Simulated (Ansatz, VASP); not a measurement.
**Be: VASP beside Ansatz**

File INCAR:

```
SYSTEM = Be
PREC = Accurate ; ENCUT = 600
EDIFF = 1E-6 ; ISMEAR = -1
SIGMA = 0.1 ; LREAL = .FALSE.
LASPH = .TRUE. ; NELM = 120
ALGO = Normal ; ISIF = 2
LWAVE = .FALSE. ; LCHARG = .FALSE.
GGA = PE ; NBANDS = 7
GGA_COMPAT = .FALSE.
```

The input KPOINTS:

```
regular mesh
0
G
  20 20 20
  0 0 0
```

Contents of POSCAR:

```
Be
1.0
    1.7243944668      0.0000000000      0.0000000000
    0.0000000000      1.7243944668      0.0000000000
    0.0000000000      0.0000000000      1.7243944668
Be
1
Direct
    0.0000000000      0.0000000000      0.0000000000
```

Input for Ansatz:

```yaml
crystal:
  lattice:
    - [1.7243944668, 0.0, 0.0]
    - [0.0, 1.7243944668, 0.0]
    - [0.0, 0.0, 1.7243944668]
  atoms:
    - { symbol: Be, position: [0.0, 0.0, 0.0] }
kpoints:
  mp_grid: { grid: [20, 20, 20] }
scf:
  occupations: { method: fermi_dirac, width: 0.1 }
hamiltonian:
  xc: pbe
  pseudopotentials: { kind: nc }
output:
  forces: true
  stress: true
  eigenvalues: true
```

Change from the starting cell: volume scaled by 0.5, norm-conserving files.

Alike in both runs: task single point; functional PBE; k mesh 20 × 20 × 20; occupations fermi-dirac, width 0.1 eV; no spin polarisation.

|  | VASP | Ansatz |
| --- | --- | --- |
| version | VASP 6.6.1 | Ansatz 0.2.0 |
| potentials or method | VASP PAW PBE potentials, release 64 (Be) | norm-conserving pseudopotentials, scalar-relativistic |
| plane-wave cutoff (eV) | 600 | 1800 |
| valence electrons in the cell | 2 | 4 |

|  | VASP | Ansatz | Ansatz less VASP |
| --- | --- | --- | --- |
| pressure (GPa) | 161.4 | 161.9 | +0.52 |

Both programs put the cell under a high pressure, so it lies far from rest at this level. The functional is the same, so the differences come from potentials, cutoffs and numerics. VASP's potentials hold 2 valence electrons a cell and Ansatz's 4, so a difference there can come from the potentials and not from the codes.

Noted on VASP's run: the cell as given lies far from equilibrium.
